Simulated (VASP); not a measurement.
Runs of VASP 6.6.1 on TiAl. The structure is that of space group Pm-3m (No. 221), or close to it. The cells are those of the table. 

```csv
cell,further INCAR settings,gap on the mesh (eV),pressure (GPa)
"a = 3.062, b = 3.062, c = 3.251 Å, 2 atoms",ALGO = Fast; EDIFF = 1e-07; NBANDS = 14,none,4.1
"a = 3.109, b = 3.109, c = 3.204 Å, 2 atoms",ALGO = Fast; EDIFF = 1e-06; NBANDS = 14,none,2.0
"a = 3.109, b = 3.109, c = 3.156 Å, 2 atoms",ALGO = Fast; EDIFF = 1e-06; NBANDS = 14,none,3.9
"a = 3.156, b = 3.156, c = 3.062 Å, 2 atoms",ALGO = Fast; EDIFF = 1e-06; NBANDS = 14,none,3.9
"a = 3.109, b = 3.109, c = 3.251 Å, 2 atoms",ALGO = Fast; EDIFF = 1e-06; NBANDS = 14,none,0.2
"a = 3.156, b = 3.156, c = 3.109 Å, 2 atoms",ALGO = Fast; EDIFF = 1e-07; NBANDS = 14,none,(a)
```

Alike in all rows: task single point; level PBEsol; potentials or basis VASP PAW PBE potentials, release 64 (Ti_sv, Al); no spin polarisation; k mesh 20 × 20 × 20; cutoff (eV) 520; smearing gaussian 0.15 eV.

Q: Fill in the values left out.

A: (a) 1.9.

Caveats: the PAW data sets were made with another functional, which shifts forces and pressure a little; the cell stands under pressure (at least some runs).

A gap of «none» marks levels without a gap at the run's occupations.
